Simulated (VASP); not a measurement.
# ZrC (P-6m2) in VASP: single point with PBE

Aim: the single point of ZrC with PBE.

Program: VASP 6.6.1. These are calculated values, not measurements. Logs are shortened: lines on timing, memory, paths and dates and some standing lists are left out, and cuts for length are marked.

**1. The cell of the first run**

It takes space group P-6m2 (No. 187, hexagonal). The conventional cell has a = 3.270 Å, b = 3.270 Å, c = 2.940 Å, α = 90.00°, β = 90.00°, γ = 120.00°. Zr (site symmetry -6m2) has 6 C at 2.39 Å and 8 Zr at 2.94 to 3.27 Å within 3.3 Å. C (site symmetry -6m2) has 6 Zr at 2.39 Å and 8 C at 2.94 to 3.27 Å within 3.3 Å.

**2. Single point, PBE**

Contents of POSCAR:

```
ZrC
1.0
    3.2695327460      0.0000000000      0.0000000000
   -1.6347663730      2.8314984165      0.0000000000
    0.0000000000      0.0000000000      2.9397343753
Zr C
1 1
Direct
    0.0000000000      0.0000000000      0.0000000000
    0.6666666667      0.3333333333      0.5000000000
```

Contents of INCAR.step1:

```
SYSTEM = ZrC
PREC     = Accurate       ! precision mode
ENCUT    = 520            ! plane-wave cutoff, eV
EDIFF    = 1E-7           ! SCF threshold, eV
ISMEAR   = 0              ! smearing method
SIGMA    = 0.05           ! smearing width, eV
LREAL    = .FALSE.        ! projectors in reciprocal space
LASPH    = .TRUE.         ! aspherical terms in the spheres
NELM     = 80             ! most SCF steps
ALGO     = Normal         ! electronic algorithm
ISIF     = 2              ! what is computed and relaxed
LWAVE    = .FALSE.        ! write WAVECAR
LCHARG   = .TRUE.         ! write CHGCAR
LMAXMIX  = 4              ! l up to which the mixer works
GGA      = PE             ! functional
NBANDS   = 15             ! bands
```

Contents of KPOINTS.step1:

```
regular mesh
0
G
  12 12 12
  0 0 0
```

Contents of INCAR.step2:

```
SYSTEM = ZrC
PREC     = Accurate       ! precision mode
ENCUT    = 520            ! plane-wave cutoff, eV
EDIFF    = 1E-7           ! SCF threshold, eV
ISMEAR   = -5             ! smearing method
SIGMA    = 0.05           ! smearing width, eV
LREAL    = .FALSE.        ! projectors in reciprocal space
LASPH    = .TRUE.         ! aspherical terms in the spheres
NELM     = 80             ! most SCF steps
ALGO     = Normal         ! electronic algorithm
ISIF     = 2              ! what is computed and relaxed
LWAVE    = .FALSE.        ! write WAVECAR
LCHARG   = .FALSE.        ! write CHGCAR
LMAXMIX  = 4              ! l up to which the mixer works
GGA      = PE             ! functional
LORBIT   = 11             ! projections on sites
NBANDS   = 15             ! bands
NEDOS    = 1001           ! points of the DOS
ICHARG   = 11             ! starting density
```

Contents of KPOINTS.step2:

```
regular mesh
0
G
  18 18 18
  0 0 0
```

Potentials or basis: VASP PAW PBE potentials, release 64 (Zr_sv, C).

Command:

```
> cat potpaw_PBE.64/Zr_sv/POTCAR potpaw_PBE.64/C/POTCAR > POTCAR
> cp INCAR.step1 INCAR
> cp KPOINTS.step1 KPOINTS
> mpirun -np 1 vasp_std > vasp.out
> cp INCAR.step2 INCAR
> cp KPOINTS.step2 KPOINTS
> mpirun -np 1 vasp_std > vasp.out
```

OUTCAR:

```text
SYSTEM = ZrC
   PREC = Accurate
   ENCUT = 520
   EDIFF = 1E-7
   ISMEAR = -5
   LREAL = .FALSE.
   LASPH = .TRUE.
   NELM = 80
   ISIF = 2
   GGA = PE
   LORBIT = 11
   ICHARG = 11

 ion  position               nearest neighbor table
   1  0.000  0.000  0.000-   2 2.39   2 2.39   2 2.39   2 2.39   2 2.39   2 2.39
   2  0.667  0.333  0.500-   1 2.39   1 2.39   1 2.39   1 2.39   1 2.39   1 2.39

  LATTYP: Found a hexagonal cell.
 ALAT       =     3.2695327460
 C/A-ratio  =     0.8991298157

  Lattice vectors:

 A1 = (   3.2695327460,   0.0000000000,   0.0000000000)
 A2 = (  -1.6347663730,   2.8314984165,   0.0000000000)
 A3 = (   0.0000000000,   0.0000000000,   2.9397343753)

Analysis of symmetry for initial positions (statically):
=====================================================================
 Subroutine PRICEL returns:
 Original cell was already a primitive cell.

 Routine SETGRP: Setting up the symmetry group for a
 hexagonal supercell.

 Subroutine GETGRP returns: Found 12 space group operations
 (whereof 12 operations were pure point group operations)
 out of a pool of 24 trial point group operations.

The static configuration has the point symmetry D_3h.

Analysis of symmetry for dynamics (positions and initial velocities):
=====================================================================
 Subroutine PRICEL returns:
 Original cell was already a primitive cell.

 Routine SETGRP: Setting up the symmetry group for a
 hexagonal supercell.

 Subroutine GETGRP returns: Found 12 space group operations
 (whereof 12 operations were pure point group operations)
 out of a pool of 24 trial point group operations.

The dynamic configuration has the point symmetry D_3h.

 Subroutine INISYM returns: Found 12 space group operations
 (whereof 12 operations are pure point group operations),
 and found     1 'primitive' translations

----------------------------------------------------------------------------------------

                                     Primitive cell

  volume of cell :      27.2151

  direct lattice vectors                    reciprocal lattice vectors
     3.269532746  0.000000000  0.000000000     0.305854101  0.176584948  0.000000000
    -1.634766373  2.831498417  0.000000000     0.000000000  0.353169896  0.000000000
     0.000000000  0.000000000  2.939734375     0.000000000  0.000000000  0.340166788

  length of vectors
     3.269532746  3.269532746  2.939734375     0.353169896  0.353169896  0.340166788

  position of ions in fractional coordinates (direct lattice)
     0.000000000  0.000000000  0.000000000
     0.666666667  0.333333333  0.500000000
[... 98 lines left out ...]
     AMIX     =   0.40;   BMIX     =  1.00
     AMIX_MAG =   1.60;   BMIX_MAG =  1.00
  volume/ion in A,a.u.               =      13.61        91.83
  Fermi-wavevector in a.u.,A,eV,Ry     =   1.371444  2.591654 25.590641  1.880859
  Thomas-Fermi vector in A             =   2.497140
   LORBIT       =     11    0 simple, 1 ext, 2 COOP (PROOUT), +10 PAW based schemes
   GGA     = PE    functional components
   LHFCALC =     F    Hartree Fock is set to
   AEXX    =    0.0000 exact exchange contribution
   IVDW    =     0    specifies the selected vdW correction
   LEPSILON=     F    determine dielectric tensor
   LRPA    =     F    only Hartree local field effects (RPA)
 non-spin polarized calculation
 Fermi weights with tetrahedron method with Bloechl corrections
  energy-cutoff  :      520.00
  volume of cell :       27.22
 maximum number of plane-waves:       753

 number of electron      16.0000000 magnetization

 Free energy of the ion-electron system (eV)
  ---------------------------------------------------
  ext. energy  EPLUGINS =         0.00000000
  ---------------------------------------------------
  free energy    TOTEN  =       -18.01587332 eV

  energy without entropy =      -18.01587332  energy(sigma->0) =      -18.01587332

 E-fermi :   9.0047     XC(G=0): -11.8350

 val. band max:        9.0341764744   @ k =   0.2778   0.2778   0.5000
 cond. band min:       8.9561105996   @ k =   0.2778   0.0556   0.0000
 fundamental gap:     -0.0780658748
 Fermi energy:         9.0046679523

 k-point     1 :       0.0000    0.0000    0.0000
  band No.  band energies     occupation
      1     -39.2364      2.00000
      2     -17.0386      2.00000
      3     -17.0386      2.00000
      4     -16.6338      2.00000
      5      -1.9936      2.00000
      6       7.4017      2.00000
      7       7.4017      2.00000
      8       7.7500      2.00000
      9      10.6791      0.00000
     10      14.1785      0.00000
     11      14.2276      0.00000
     12      14.2276      0.00000
     13      15.1931      0.00000
     14      15.1931      0.00000
[... 401 lines left out ...]
      2     -17.7350      2.00000
      3     -17.2559      2.00000
      4     -16.5417      2.00000
      5       0.0147      2.00000
      6       5.0589      2.00000
      7       7.8567      2.00000
      8       8.4812      2.00000
      9       9.6066      0.00000
     10      13.2668      0.00000
     11      13.3770      0.00000
     12      14.4056      0.00000
     13      16.7853      0.00000
     14      19.1097      0.00000
     15      22.3576      0.00000

 [... further k-points ...]

------------------------ aborting loop because EDIFF is reached ----------------------------------------

  FORCE on cell =-STRESS in cart. coord.  units (eV):
  Direction    XX          YY          ZZ          XY          YZ          ZX
  --------------------------------------------------------------------------------------
  -------------------------------------------------------------------------------------
  Total        0.0528071      0.0528071      0.0270532      0.0000000      0.0000000     -0.0000000
  in kB        3.1088015      3.1088015      1.5926453      0.0000000      0.0000000     -0.0000000
  external PRESSURE =       2.6034161 kB  Pullay stress =       0.0000000 kB

 VOLUME and BASIS-vectors are now :
 -----------------------------------------------------------------------------
  energy-cutoff  :      520.00
  volume of cell :       27.22
      direct lattice vectors                 reciprocal lattice vectors
     3.269532746  0.000000000  0.000000000     0.305854101  0.176584948  0.000000000
    -1.634766373  2.831498417  0.000000000     0.000000000  0.353169896  0.000000000
     0.000000000  0.000000000  2.939734375     0.000000000  0.000000000  0.340166788

 POSITION                                       TOTAL-FORCE (eV/Angst)
 -----------------------------------------------------------------------------------
      0.00000      0.00000      0.00000        -0.000000      0.000000      0.000000
      1.63477      0.94383      1.46987         0.000000     -0.000000      0.000000
 -----------------------------------------------------------------------------------
    total drift:                               -0.000039      0.000023      0.000000

  FREE ENERGIE OF THE ION-ELECTRON SYSTEM (eV)
  ---------------------------------------------------
  free  energy   TOTEN  =       -18.0158733157 eV

  energy  without entropy=      -18.0158733157  energy(sigma->0) =      -18.01587332

 total charge

# of ion       s       p       d       tot
------------------------------------------
    1        2.192   6.017   1.652   9.861
    2        0.880   1.455   0.000   2.334
--------------------------------------------------
tot          3.072   7.471   1.652  12.195
```

Run time: 2.4 min. Hardware: 1 thread of Intel Xeon 8259CL, shared host; peak memory 0.27 GiB.

Results:

* Valence electrons inside the program's atomic spheres: Zr 9.86; C 2.33

Levels at points of the mesh, in eV from the Fermi level:
```
           k point  band 4  band 5  band 6  band 7  band 8  band 9  band 10  band 11  band 12  band 13
(0.00, 0.00, 0.00)  -25.64  -11.00   -1.60   -1.60   -1.25    1.67     5.17     5.22     5.22     6.19
(0.50, 0.00, 0.00)  -25.55   -9.01   -4.10   -0.86   -0.58    0.34     4.63     5.11     5.34     7.34
(0.00, 0.00, 0.50)  -25.92   -8.15   -5.01   -0.58   -0.58    1.70     1.70     4.78     4.78     5.57
(0.50, 0.00, 0.50)  -26.06   -9.04   -3.59   -2.29   -2.08    2.00     5.39     6.48     6.85     8.65
```
